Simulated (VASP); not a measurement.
# SnSe (Fm-3m) in VASP: settings compared

The runs below take SnSe through relaxation of cell and atoms, single point, with BLYP, r2SCAN+D3(BJ), PBE-based screened hybrid with 25 % exact exchange.

Everything below comes from runs of VASP 6.6.1. Logs are shortened: lines on timing, memory, paths and dates and some standing lists are left out, and cuts for length are marked.

## Step 1: The cell of the first run

The structure is cubic, space group Fm-3m (No. 225). Conventional cell: a = 6.020 Å, b = 6.020 Å, c = 6.020 Å, α = 90.00°, β = 90.00°, γ = 90.00°. Within 4.0 Å of Sn (site symmetry m-3m) lie 6 Se at 3.01 Å. Within 4.0 Å of Se (site symmetry m-3m) lie 6 Sn at 3.01 Å.

## Step 2: Relaxation of cell and atoms, BLYP

File INCAR:

```
PREC = Accurate
ENCUT = 600
EDIFF = 1E-6
ISMEAR = -1
SIGMA = 0.05
LREAL = False
LASPH = True
NELM = 80
ALGO = Normal
ISIF = 3
LWAVE = False
LCHARG = False
GGA = B5
ALDAX = 1.0
AGGAX = 1.0
AGGAC = 1.0
ALDAC = 0.0
IBRION = 2
NSW = 60
EDIFFG = -0.01
```

File KPOINTS:

```
Automatic mesh
0
Gamma
  8 8 8
```

File POSCAR:

```
SnSe
1.0
    0.0000000000      3.0100000000      3.0100000000
    3.0100000000      0.0000000000      3.0100000000
    3.0100000000      3.0100000000      0.0000000000
Sn Se
1 1
Direct
    0.0000000000      0.0000000000      0.0000000000
    0.5000000000      0.5000000000      0.5000000000
```

Potentials or basis: VASP PAW PBE potentials, release 64 (Sn_d, Se).

Command:

```sh
cat potpaw_PBE.64/Sn_d/POTCAR potpaw_PBE.64/Se/POTCAR > POTCAR
mpirun -np 1 vasp_std > vasp.out
```

OUTCAR:

```text
PREC = Accurate
   ENCUT = 600
   EDIFF = 1E-6
   ISMEAR = -1
   LREAL = False
   LASPH = True
   NELM = 80
   ISIF = 3
   GGA = B5
   IBRION = 2
   NSW = 60
   EDIFFG = -0.01

 ion  position               nearest neighbor table
   1  0.000  0.000  0.000-   2 3.01   2 3.01   2 3.01   2 3.01   2 3.01   2 3.01
   2  0.500  0.500  0.500-   1 3.01   1 3.01   1 3.01   1 3.01   1 3.01   1 3.01

  LATTYP: Found a face centered cubic cell.
 ALAT       =     6.0200000000

  Lattice vectors:

 A1 = (   0.0000000000,   3.0100000000,   3.0100000000)
 A2 = (   3.0100000000,   0.0000000000,   3.0100000000)
 A3 = (   3.0100000000,   3.0100000000,   0.0000000000)

Analysis of symmetry for initial positions (statically):
=====================================================================
 Subroutine PRICEL returns:
 Original cell was already a primitive cell.

 Routine SETGRP: Setting up the symmetry group for a
 face centered cubic supercell.

 Subroutine GETGRP returns: Found 48 space group operations
 (whereof 48 operations were pure point group operations)
 out of a pool of 48 trial point group operations.

The static configuration has the point symmetry O_h .

Analysis of symmetry for dynamics (positions and initial velocities):
=====================================================================
 Subroutine PRICEL returns:
 Original cell was already a primitive cell.

 Routine SETGRP: Setting up the symmetry group for a
 face centered cubic supercell.

 Subroutine GETGRP returns: Found 48 space group operations
 (whereof 48 operations were pure point group operations)
 out of a pool of 48 trial point group operations.

The dynamic configuration has the point symmetry O_h .

 Subroutine INISYM returns: Found 48 space group operations
 (whereof 48 operations are pure point group operations),
 and found     1 'primitive' translations

----------------------------------------------------------------------------------------

                                     Primitive cell

  volume of cell :      54.5418

  direct lattice vectors                    reciprocal lattice vectors
     0.000000000  3.010000000  3.010000000    -0.166112957  0.166112957  0.166112957
     3.010000000  0.000000000  3.010000000     0.166112957 -0.166112957  0.166112957
     3.010000000  3.010000000  0.000000000     0.166112957  0.166112957 -0.166112957

  length of vectors
     4.256782823  4.256782823  4.256782823     0.287716081  0.287716081  0.287716081

  position of ions in fractional coordinates (direct lattice)
     0.000000000  0.000000000  0.000000000
     0.500000000  0.500000000  0.500000000

  ion indices of the primitive-cell ions
   primitive index   ion index
                 1           1
                 2           2

----------------------------------------------------------------------------------------

 KPOINTS: Automatic mesh
[... 68 lines left out ...]
   EDIFF  = 0.1E-05   stopping-criterion for ELM
   LREAL  =      F    real-space projection
   EDIFFG = -.1E-01   stopping-criterion for IOM
   NSW    =     60    number of steps for IOM
   IBRION =      2    ionic relax: 0-MD 1-quasi-New 2-CG
   NFREE  =      1    steps in history (QN), initial steepest desc. (CG)
   ISIF   =      3    stress and relaxation
   ISYM   =      2    0-nonsym 1-usesym 2-fastsym
   POTIM  = 0.5000    time-step for ionic-motion
   TEBEG  =    0.0;   TEEND  =   0.0 temperature during run
   PSTRESS=    0.0 pullay stress
   NELECT =      20.0000    total number of electrons
   NUPDOWN=      -1.0000    fix difference up-down
   EMIN   =  10.00;   EMAX   =-10.00  energy-range for DOS
   EFERMI =   0.00;   METHOD = LEGACY
   ISMEAR =    -1;   SIGMA  =   0.05  broadening in eV -4-tet -1-fermi 0-gaus
   EFERMI_NEDOS =   21; number of points for ismear=-14 and -15
   IALGO  =     38    algorithm
   IMIX   =      4    mixing-type and parameters
     AMIX     =   0.40;   BMIX     =  1.00
     AMIX_MAG =   1.60;   BMIX_MAG =  1.00
  volume/ion in A,a.u.               =      27.27       184.03
  Fermi-wavevector in a.u.,A,eV,Ry     =   1.171768  2.214321 18.681350  1.373040
  Thomas-Fermi vector in A             =   2.308207
   LORBIT       =      0    0 simple, 1 ext, 2 COOP (PROOUT), +10 PAW based schemes
   GGA     = B5    functional components
   LHFCALC =     F    Hartree Fock is set to
   AEXX    =    0.0000 exact exchange contribution
   IVDW    =     0    specifies the selected vdW correction
   LEPSILON=     F    determine dielectric tensor
   LRPA    =     F    only Hartree local field effects (RPA)
 conjugate gradient relaxation of ions
 non-spin polarized calculation
  energy-cutoff  :      600.00
  volume of cell :       54.54
 maximum number of plane-waves:      1841
 NGX is ok and might be reduce to    36
   NGX = 17   NGY = 17   NGZ = 17

--------------------------------------- Ionic step        1  -------------------------------------------

 number of electron      19.9999999 magnetization

 Free energy of the ion-electron system (eV)
  ---------------------------------------------------
  ext. energy  EPLUGINS =         0.00000000
  ---------------------------------------------------
  free energy    TOTEN  =        -6.99030337 eV

  energy without entropy =       -6.99014871  energy(sigma->0) =       -6.99022604

 E-fermi :   6.3282     XC(G=0):  -8.9854

 val. band max:        6.1316862330   @ k =   0.5000   0.0000   0.0000
 cond. band min:       6.5276659390   @ k =   0.5000   0.0000   0.0000
 fundamental gap:      0.3959797061
 Fermi energy:         6.3282219445

 k-point     1 :       0.0000    0.0000    0.0000
  band No.  band energies     occupation
      1     -15.5967      2.00000
      2     -15.5967      2.00000
      3     -15.5947      2.00000
      4     -15.5947      2.00000
      5     -15.5947      2.00000
      6      -7.8407      2.00000
      7       0.8371      2.00000
      8       3.8298      2.00000
      9       3.8298      2.00000
     10       3.8298      2.00000
     11      10.2370      0.00000
     12      10.2370      0.00000
     13      10.2370      0.00000
     14      12.1197      0.00000
[... 462 lines left out ...]
--------------------------------------- Ionic step        3  -------------------------------------------

 number of electron      19.9999997 magnetization

 Free energy of the ion-electron system (eV)
  ---------------------------------------------------
  ext. energy  EPLUGINS =         0.00000000
  ---------------------------------------------------
  free energy    TOTEN  =        -7.07097424 eV

  energy without entropy =       -7.06991888  energy(sigma->0) =       -7.07044656

 E-fermi :   5.1389     XC(G=0):  -8.5632

 val. band max:        5.1190953227   @ k =   0.5000   0.0000   0.0000
 cond. band min:       5.1587668019   @ k =   0.5000   0.0000   0.0000
 fundamental gap:      0.0396714791
 Fermi energy:         5.1389203407

 k-point     1 :       0.0000    0.0000    0.0000
  band No.  band energies     occupation
      1     -16.6810      2.00000
      2     -16.6810      2.00000
      3     -16.6810      2.00000
      4     -16.6796      2.00000
      5     -16.6796      2.00000
      6      -8.2756      2.00000
      7      -0.5118      2.00000
      8       3.0505      2.00000
      9       3.0505      2.00000
     10       3.0505      2.00000
     11       8.8112      0.00000
     12       8.8112      0.00000
     13       8.8112      0.00000
     14      11.1648      0.00000
[... 420 lines left out ...]
  FREE ENERGIE OF THE ION-ELECTRON SYSTEM (eV)
  ---------------------------------------------------
  free  energy   TOTEN  =        -7.0709742362 eV

  energy  without entropy=       -7.0699188839  energy(sigma->0) =       -7.07044656

 reached required accuracy - stopping structural energy minimisation
```

Wall time 2.5 min (1 thread of Intel Xeon 8259CL, shared host); peak memory 0.23 GiB.

What came out:

| Property | Result |
| --- | --- |
| Free energy | -7.0710 eV |
| Relaxed volume | 30.09 Å³/atom |
| Relaxed cell | a = 4.399 Å, b = 4.399 Å, c = 4.399 Å, α = 60.00°, β = 60.00°, γ = 60.00° |
| Space group after relaxing (to 0.1 Å) | Fm-3m (No. 225) |
| Energy gained by relaxing | 40.3 meV/atom |
| Ionic steps | 3 |
| Pressure after relaxing | 0.0 GPa |
| Band gap on the k mesh | 0.04 eV |

The path:
| step | energy change (eV) | largest force (eV/Å) | pressure (GPa) | volume (Å³) |
| --- | --- | --- | --- | --- |
| 1 | 0.0000 | 0.0000 | 4.96 | 54.54 |
| 2 | -0.0776 | 0.0000 | -0.84 | 61.49 |
| 3 | -0.0807 | 0.0000 | 0.03 | 60.18 |

Final structure:
```
CELL_PARAMETERS angstrom
0.00000 3.11030 3.11030
3.11030 0.00000 3.11030
3.11030 3.11030 0.00000
ATOMIC_POSITIONS crystal
Sn 0.00000 0.00000 0.00000
Se 0.50000 0.50000 0.50000
```

Caveat: semilocal functionals underestimate gaps, and a narrow one can read as zero; the PAW data sets were made with another functional, which shifts forces and pressure a little; spin-orbit coupling is left out, which moves the levels of the heavy elements.

## Step 3: Relaxation of cell and atoms, r2SCAN+D3(BJ)

POSCAR is that of step 2.

File INCAR.step1:

```
SYSTEM = SnSe
PREC = Accurate ; ENCUT = 600
ISMEAR = -1 ; SIGMA = 0.05
LREAL = .False. ; LASPH = .True.
NELM = 80 ; GGA = PE
ALGO = Normal ; EDIFF = 1E-4
LWAVE = .True. ; LCHARG = .False.
```

File INCAR.step2:

```
SYSTEM = SnSe
PREC = Accurate ; ENCUT = 600
EDIFF = 1E-7 ; ISMEAR = -1
SIGMA = 0.05 ; LREAL = .False.
LASPH = .True. ; NELM = 80
ALGO = Normal ; ISIF = 3
LWAVE = .False. ; LCHARG = .False.
METAGGA = R2SCAN ; LMIXTAU = .True.
IVDW = 12 ; IBRION = 2
NSW = 60 ; EDIFFG = -0.01
VDW_S6 = 1.0 ; VDW_S8 = 0.78981345
VDW_A1 = 0.49484001 ; VDW_A2 = 5.73083694
ISTART = 1
```

File KPOINTS:

```
regular mesh
0
Gamma
  8 8 8
  0 0 0
```

Potentials or basis: VASP PAW PBE potentials, release 64 (Sn_d, Se).

Command:

```sh
cat potpaw_PBE.64/Sn_d/POTCAR potpaw_PBE.64/Se/POTCAR > POTCAR
cp INCAR.step1 INCAR
mpirun -np 1 vasp_std > vasp.out
cp INCAR.step2 INCAR
mpirun -np 1 vasp_std > vasp.out
```

It took 9 min on 1 thread of Intel Xeon 8259CL, shared host; peak memory 0.26 GiB.

Results (log left out):

```
Free energy                           : -40.2158 eV
Relaxed volume                        : 26.71 Å³/atom
Relaxed cell                          : a = 4.228 Å, b = 4.228 Å, c = 4.228 Å, α = 60.00°, β = 60.00°, γ = 60.00°
Space group after relaxing (to 0.1 Å) : Fm-3m (No. 225)
Energy gained by relaxing             : 1.9 meV/atom
Ionic steps                           : 3
Pressure after relaxing               : 0.0 GPa
Band gap on the k mesh                : 0.55 eV
Dispersion energy per atom            : -0.169 eV
```

Step by step:
```csv
step,energy change (eV),largest force (eV/Å),pressure (GPa),volume (Å³)
1,0.0000,0.0000,-1.10,54.54
2,-0.0035,0.0000,0.38,53.08
3,-0.0039,0.0000,0.00,53.43
```

Final structure:
```
CELL_PARAMETERS angstrom
0.00000 2.98937 2.98937
2.98937 0.00000 2.98937
2.98937 2.98937 0.00000
ATOMIC_POSITIONS crystal
Sn 0.00000 0.00000 0.00000
Se 0.50000 0.50000 0.50000
```

Levels at points of the mesh, in eV from the valence-band top:
```csv
k point,band 7,band 8,band 9,band 10,band 11,band 12,band 13,band 14
"(0.00, 0.00, 0.00)",-5.17,-2.69,-2.69,-2.69,4.45,4.45,4.45,6.02
"(0.50, 0.00, 0.00)",-8.68,-2.42,-2.42,0.00,0.55,1.13,1.13,8.64
"(0.50, 0.50, 0.00)",-6.35,-6.09,-4.20,-4.20,3.05,5.59,5.59,6.31
```

Caveat: semilocal functionals underestimate gaps, and a narrow one can read as zero; the PAW data sets were made with another functional, which shifts forces and pressure a little; spin-orbit coupling is left out, which moves the levels of the heavy elements. A k mesh can miss the band edges.

[end of part 1 of 2]
